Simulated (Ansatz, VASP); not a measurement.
One calculation of MgCd2O3, two programs

```
Mg Cd O
1.0
     3.23854    0.00000    0.00000
    -1.61927    2.80466    0.00000
     0.00000    0.00000    8.08961
Mg Cd O
1 2 3
Direct
  0.00000 0.00000 0.50000
  0.66667 0.33333 0.82324
  0.33333 0.66667 0.17676
  0.33333 0.66667 0.64134
  0.66667 0.33333 0.35866
  0.00000 0.00000 0.00000
```

Alike in both runs: functional PBE; k mesh 12 × 12 × 4; occupations gaussian, width 0.02 eV; no spin polarisation.

Ansatz relaxed the structure, and its values are those at the end. VASP's run is a single point on that final structure, the one shown.

|  | VASP | Ansatz |
| --- | --- | --- |
| version | VASP 6.6.1 | Ansatz 0.2.0 |
| potentials or method | VASP PAW PBE potentials, release 64 (Mg, Cd, O), cutoff 520 eV | scalar-relativistic, plane waves, PAW |
| valence electrons in the cell | 44 | 68 |

|  | VASP | Ansatz | Ansatz less VASP |
| --- | --- | --- | --- |
| gap on the k mesh at the Fermi level (eV) | 0.58 | 0.60 | +0.017 |
| least direct gap on the mesh (eV) | 0.59 | 0.60 | +0.019 |
| pressure (GPa) | 0.8 | 0.0 | -0.78 |
| rms of the force components (eV/Å) | 0.033 | 0.001 | -0.0314 |

VASP's potentials hold 44 valence electrons a cell and Ansatz's 68, so a difference there can come from the potentials and not from the codes.
